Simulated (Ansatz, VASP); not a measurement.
# Two plane-wave programs on Mg2BeS3

```
CELL_PARAMETERS angstrom
2.52470 1.45764 6.02287
-2.52470 1.45764 6.02287
0.00000 -2.91527 6.02287
ATOMIC_POSITIONS crystal
Mg 0.71069 0.71069 0.71069
Mg 0.28931 0.28931 0.28931
Be 0.00000 0.00000 0.00000
S 0.00000 0.00000 0.50000
S 0.50000 0.00000 0.00000
S 0.00000 0.50000 0.00000
```

Alike in both runs: functional PBE; k mesh 3 × 3 × 3; occupations gaussian, width 0.15 eV; no spin polarisation.

Ansatz relaxed the structure, and its values are those at the end. VASP's run is a single point on that final structure, the one shown.

```csv
,VASP,Ansatz
version,VASP 6.6.1,Ansatz 0.2.0
potentials or method,"VASP PAW PBE potentials, release 64 (Mg, Be, S), cutoff 600 eV","scalar-relativistic, plane waves, PAW"
valence electrons in the cell,24,40
```

Ansatz gave:

- gap on the k mesh at the Fermi level (eV): none
- pressure (GPa): 0.0
- rms of the force components (eV/Å): 0.004

Estimate VASP's values.

gap on the k mesh at the Fermi level (eV): none; pressure (GPa): -0.1; rms of the force components (eV/Å): 0.006.

A gap of «none» marks a metal or a gap that the smearing closes. VASP's potentials hold 24 valence electrons a cell and Ansatz's 40, so a difference there can come from the potentials and not from the codes.

The k mesh is coarse, so the values compare programs but aren't converged.
